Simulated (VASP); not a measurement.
# Al in VASP: a series of runs

Al is run at these levels: PBE; tasks: single point.

All numbers are computed with VASP 6.6.1; they aren't measurements. Logs are shortened: lines on timing, memory, paths and dates and some standing lists are left out, and cuts for length are marked.

**1. The cell of the first run**

The cell holds a wire or tube with vacuum around it, 2 atoms: a = 11.300 Å, b = 9.300 Å, c = 2.456 Å, α = 90.00°, β = 90.00°, γ = 90.00°.

**2. Single point, PBE, collinear spin**

Input file INCAR:

```
ALGO = Normal
EDIFF = 1E-6
ENCUT = 520
GGA = PE
ISIF = 2
ISMEAR = 0
ISPIN = 2
LASPH = True
LCHARG = True
LELF = True
LORBIT = 11
LREAL = False
LVHAR = True
LWAVE = False
MAGMOM = 0.5 0.5
NBANDS = 14
NELM = 150
PREC = Accurate
SIGMA = 0.05
```

Input file KPOINTS:

```
k-points
0
Gamma
  1 1 24
```

Input file POSCAR:

```
Al
1.0
   11.3000000000      0.0000000000      0.0000000000
    0.0000000000      9.3000000000      0.0000000000
    0.0000000000      0.0000000000      2.4555496032
Al
2
Direct
    0.3945450856      0.5000000000      0.0000000000
    0.6054549144      0.5000000000      0.5000000000
```

Potentials or basis: VASP PAW PBE potentials, release 64 (Al).

The run is started by

```
> cat potpaw_PBE.64/Al/POTCAR > POTCAR
> mpirun -np 1 vasp_std > vasp.out
```

OUTCAR:

```text
EDIFF = 1E-6
   ENCUT = 520
   GGA = PE
   ISIF = 2
   ISMEAR = 0
   ISPIN = 2
   LASPH = True
   LORBIT = 11
   LREAL = False
   NELM = 150
   PREC = Accurate

 ion  position               nearest neighbor table
   1  0.395  0.500  0.000-   2 2.68   2 2.68
   2  0.605  0.500  0.500-   1 2.68   1 2.68

  LATTYP: Found a simple orthorhombic cell.
 ALAT       =     2.4555496032
 B/A-ratio  =     3.7873394974
 C/A-ratio  =     4.6018211097

  Lattice vectors:

 A1 = (   0.0000000000,   0.0000000000,  -2.4555496032)
 A2 = (   0.0000000000,   9.3000000000,   0.0000000000)
 A3 = (  11.3000000000,   0.0000000000,   0.0000000000)

Analysis of symmetry for initial positions (statically):
=====================================================================
 Subroutine PRICEL returns:
 Original cell was already a primitive cell.

 Routine SETGRP: Setting up the symmetry group for a
 simple orthorhombic supercell.

 Subroutine GETGRP returns: Found  8 space group operations
 (whereof  4 operations were pure point group operations)
 out of a pool of  8 trial point group operations.

The static configuration has the point symmetry C_2v.
 The point group associated with its full space group is D_2h.

Analysis of symmetry for dynamics (positions and initial velocities):
=====================================================================
 Subroutine PRICEL returns:
 Original cell was already a primitive cell.

 Routine SETGRP: Setting up the symmetry group for a
 simple orthorhombic supercell.

 Subroutine GETGRP returns: Found  8 space group operations
 (whereof  4 operations were pure point group operations)
 out of a pool of  8 trial point group operations.

The dynamic configuration has the point symmetry C_2v.
 The point group associated with its full space group is D_2h.

Analysis of structural, dynamic, and magnetic symmetry:
=====================================================================
 Subroutine PRICEL returns:
 Original cell was already a primitive cell.

 Routine SETGRP: Setting up the symmetry group for a
 simple orthorhombic supercell.

 Subroutine GETGRP returns: Found  8 space group operations
 (whereof  4 operations were pure point group operations)
 out of a pool of  8 trial point group operations.

The overall configuration has the point symmetry C_2v.
 The point group associated with its full space group is D_2h.

 Subroutine INISYM returns: Found  8 space group operations
 (whereof  4 operations are pure point group operations),
 and found     1 'primitive' translations

[... 135 lines left out ...]
 cond. band min:      -2.4314963427   @ k =   0.0000   0.0000   0.2500
 fundamental gap:      0.1883052432
 Fermi energy:        -2.5256521099

 spin component 1

 k-point     1 :       0.0000    0.0000    0.0000
  band No.  band energies     occupation
      1     -10.7011      1.00000
      2      -7.6002      1.00000
      3      -4.0824      1.00000
      4      -3.8610      1.00000
      5      -1.6718      0.00000
      6       0.4614      0.00000
      7       0.4859      0.00000
      8       1.2632      0.00000
      9       1.7932      0.00000
     10       2.0785      0.00000
     11       2.9416      0.00000
     12       3.7372      0.00000
     13       3.7952      0.00000
     14       4.0385      0.00000
[... 189 lines left out ...]
  band No.  band energies     occupation
      1      -5.0373      1.00000
      2      -5.0373      1.00000
      3      -1.3745      0.00000
      4      -1.3745      0.00000
      5       1.7419      0.00000
      6       1.7419      0.00000
      7       1.8419      0.00000
      8       1.8419      0.00000
      9       4.1853      0.00000
     10       4.1853      0.00000
     11       6.2119      0.00000
     12       6.2119      0.00000
     13       7.1740      0.00000
     14       7.1740      0.00000
 Fermi energy:        -2.5256521099

 spin component 2

 k-point     1 :       0.0000    0.0000    0.0000
  band No.  band energies     occupation
      1     -10.7011      1.00000
      2      -7.6002      1.00000
      3      -4.0823      1.00000
      4      -3.8610      1.00000
      5      -1.6718      0.00000
      6       0.4643      0.00000
      7       0.4859      0.00000
      8       1.2657      0.00000
      9       1.7934      0.00000
     10       2.0819      0.00000
     11       2.9469      0.00000
     12       3.7378      0.00000
     13       3.7957      0.00000
     14       4.0385      0.00000
[... 190 lines left out ...]
      1      -5.0373      1.00000
      2      -5.0373      1.00000
      3      -1.3745      0.00000
      4      -1.3745      0.00000
      5       1.7419      0.00000
      6       1.7419      0.00000
      7       1.8419      0.00000
      8       1.8419      0.00000
      9       4.1853      0.00000
     10       4.1853      0.00000
     11       6.2128      0.00000
     12       6.2128      0.00000
     13       7.1765      0.00000
     14       7.1765      0.00000

------------------------ aborting loop because EDIFF is reached ----------------------------------------

  FORCE on cell =-STRESS in cart. coord.  units (eV):
  Direction    XX          YY          ZZ          XY          YZ          ZX
  --------------------------------------------------------------------------------------
  -------------------------------------------------------------------------------------
  Total       -0.0462620      0.0501312      0.0110769      0.0000000      0.0000000      0.0000000
  in kB       -0.2872268      0.3112493      0.0687732      0.0000000      0.0000000      0.0000000
  external PRESSURE =       0.0309319 kB  Pullay stress =       0.0000000 kB

 VOLUME and BASIS-vectors are now :
 -----------------------------------------------------------------------------
  energy-cutoff  :      520.00
  volume of cell :      258.05
      direct lattice vectors                 reciprocal lattice vectors
    11.300000000  0.000000000  0.000000000     0.088495575  0.000000000  0.000000000
     0.000000000  9.300000000  0.000000000     0.000000000  0.107526882  0.000000000
     0.000000000  0.000000000  2.455549603     0.000000000  0.000000000  0.407240806

 POSITION                                       TOTAL-FORCE (eV/Angst)
 -----------------------------------------------------------------------------------
      4.45836      4.65000      0.00000        -0.003799      0.000000      0.000000
      6.84164      4.65000      1.22777         0.003799      0.000000      0.000000
 -----------------------------------------------------------------------------------
    total drift:                                0.000000      0.000000     -0.000000

  FREE ENERGIE OF THE ION-ELECTRON SYSTEM (eV)
  ---------------------------------------------------
  free  energy   TOTEN  =        -5.2933288068 eV

  energy  without entropy=       -5.2931932868  energy(sigma->0) =       -5.29326105

 total charge

# of ion       s       p       d       tot
------------------------------------------
    1        0.447   0.358   0.000   0.806
    2        0.447   0.358   0.000   0.806
--------------------------------------------------
tot          0.895   0.717   0.000   1.611

 magnetization (x)

# of ion       s       p       d       tot
------------------------------------------
    1       -0.000  -0.000   0.000  -0.000
    2       -0.000  -0.000   0.000  -0.000
--------------------------------------------------
tot         -0.000  -0.000   0.000  -0.000
```

OSZICAR:

```text
N       E                     dE             d eps       ncg     rms          rms(c)
DAV:   1     0.124185018268E+02    0.12419E+02   -0.15451E+03   728   0.241E+02
DAV:   2    -0.491137647450E+01   -0.17330E+02   -0.15871E+02   980   0.432E+01
[... 15 lines left out ...]
DAV:  18    -0.529326747389E+01   -0.14345E-03   -0.82897E-05   752   0.282E-02    0.184E-03
DAV:  19    -0.529331459170E+01   -0.47118E-04   -0.31957E-05   764   0.200E-02    0.750E-04
DAV:  20    -0.529332138604E+01   -0.67943E-05   -0.33506E-05   782   0.221E-02    0.637E-04
DAV:  21    -0.529332904792E+01   -0.76619E-05   -0.32328E-05   740   0.220E-02    0.371E-04
DAV:  22    -0.529332933400E+01   -0.28607E-06   -0.17001E-05   806   0.165E-02    0.236E-04
DAV:  23    -0.529332880680E+01    0.52720E-06   -0.96562E-06   800   0.127E-02
   1 F= -.52933288E+01 E0= -.52932610E+01  d E =-.135520E-03  mag=     0.0000
```

Wall time 4 min (1 thread of Intel Xeon 8259CL, shared host); peak memory 0.41 GiB.

What came out:

```
Free energy                                           : -5.2933 eV
Largest force                                         : 0.004 eV/Å
Band gap on the k mesh                                : zero (filled and empty bands overlap)
Net moment                                            : 0.00 μB per cell
Valence electrons inside the program's atomic spheres : Al 0.81
```

Forces in eV/Å, atoms in the order of the input:
```
Al  -0.004  0.000  0.000
Al   0.004  0.000  0.000
```

**3. Single point, PBE, collinear spin**

This run uses another cell than the first one.

Input file INCAR:

```
SYSTEM = Al
PREC     = Accurate       ! precision mode
ENCUT    = 520            ! plane-wave cutoff, eV
EDIFF    = 1E-7           ! SCF threshold, eV
ISMEAR   = 0              ! smearing method
SIGMA    = 0.05           ! smearing width, eV
LREAL    = .FALSE.        ! projectors in reciprocal space
LASPH    = .TRUE.         ! aspherical terms in the spheres
NELM     = 150            ! most SCF steps
ALGO     = Normal         ! electronic algorithm
ISIF     = 2              ! what is computed and relaxed
LWAVE    = .FALSE.        ! write WAVECAR
LCHARG   = .FALSE.        ! write CHGCAR
ISPIN    = 2              ! spin polarisation
MAGMOM   = 0.5 0.5        ! initial moments
LORBIT   = 11             ! projections on sites
GGA      = PE             ! functional
NBANDS   = 14             ! bands
```

Input file KPOINTS:

```
regular mesh
0
G
  1 1 14
  0 0 0
```

Input file POSCAR:

```
Al
1.0
   10.2000000000      0.0000000000      0.0000000000
    0.0000000000      9.3000000000      0.0000000000
    0.0000000000      0.0000000000      4.6295412881
Al
2
Direct
    0.4432654254      0.5000000000      0.0000000000
    0.5567345746      0.5000000000      0.5000000000
```

Potentials or basis: VASP PAW PBE potentials, release 64 (Al).

The run is started by

```
> cat potpaw_PBE.64/Al/POTCAR > POTCAR
> mpirun -np 1 vasp_std > vasp.out
```

Wall time 3.5 min (1 thread of Intel Xeon 8259CL, shared host); peak memory 0.63 GiB.

It converged, with:

* Free energy: -3.7933 eV
* Largest force: 0.368 eV/Å
* Net moment: 0.69 μB per cell
* Site moments: Al +0.05 μB
* Valence electrons inside the program's atomic spheres: Al 0.79

Forces on the atoms (eV/Å):
```
Al   0.368  0.000  0.000
Al  -0.368  0.000  0.000
```

Levels at points of the mesh, in eV from the Fermi level:
Spin up:
```tsv
k point	band 1	band 2	band 3	band 4	band 5	band 6
(0.00, 0.00, 0.00)	-6.10	-1.44	-0.51	-0.23	2.05	2.07
(0.00, 0.00, 0.50)	-4.47	-4.47	0.54	0.54	1.05	1.05
```
Spin down:
```csv
k point,band 1,band 2,band 3,band 4,band 5,band 6,band 7
"(0.00, 0.00, 0.00)",-5.82,-1.20,-0.04,0.11,2.21,2.37,3.65
"(0.00, 0.00, 0.50)",-4.19,-4.19,0.72,0.72,1.67,1.67,4.52
```

**4. Single point, PBE, collinear spin**

This run uses another cell than the first one.

Input file INCAR:

```
PREC = Accurate ; ENCUT = 520
EDIFF = 1E-6 ; ISMEAR = 0
SIGMA = 0.05 ; LREAL = False
LASPH = True ; NELM = 150
ALGO = Normal ; ISIF = 2
LWAVE = False ; LCHARG = False
ISPIN = 2 ; MAGMOM = 0.5 0.5
LORBIT = 11 ; GGA = PE
NBANDS = 14
```

Input file KPOINTS:

```
regular mesh
0
Gamma
  1 1 14
```

Input file POSCAR:

```
Al
1.0
   10.2000000000      0.0000000000      0.0000000000
    0.0000000000      9.3000000000      0.0000000000
    0.0000000000      0.0000000000      4.7430689552
Al
2
Direct
    0.4555285065      0.5000000000      0.0000000000
    0.5444714935      0.5000000000      0.5000000000
```

The run is started by

```
> cat potpaw_PBE.64/Al/POTCAR > POTCAR
> mpirun -np 1 vasp_std > vasp.out
```

Run time: 2.9 min. Hardware: 1 thread of Intel Xeon 8259CL, shared host; peak memory 0.62 GiB.

It converged, with:

| Quantity | Value |
| --- | --- |
| Free energy | -3.8417 eV |
| Largest force | 0.006 eV/Å |
| Net moment | 0.71 μB per cell |
| Site moments | Al +0.05 μB |
| Valence electrons inside the program's atomic spheres | Al 0.79 |

Forces in eV/Å, atoms in the order of the input:
```
Al  -0.006  0.000  0.000
Al   0.006  0.000  0.000
```

Levels at points of the mesh, in eV from the Fermi level:
Spin up:
```csv
k point,band 1,band 2,band 3,band 4,band 5,band 6,band 7,band 8
"(0.00, 0.00, 0.00)",-6.25,-1.17,-0.70,-0.62,1.48,2.41,3.42,3.50
"(0.00, 0.00, 0.50)",-4.67,-4.67,0.70,0.70,0.89,0.89,4.42,4.42
```
Spin down:
```csv
k point,band 1,band 2,band 3,band 4,band 5,band 6,band 7,band 8
"(0.00, 0.00, 0.00)",-5.96,-0.95,-0.53,0.08,1.82,2.53,3.76,3.96
"(0.00, 0.00, 0.50)",-4.39,-4.39,0.85,0.85,1.59,1.59,4.57,4.57
```

[end of part 1 of 2]

The gap in the log of VASP goes by the Fermi energy; the results here count the filled bands.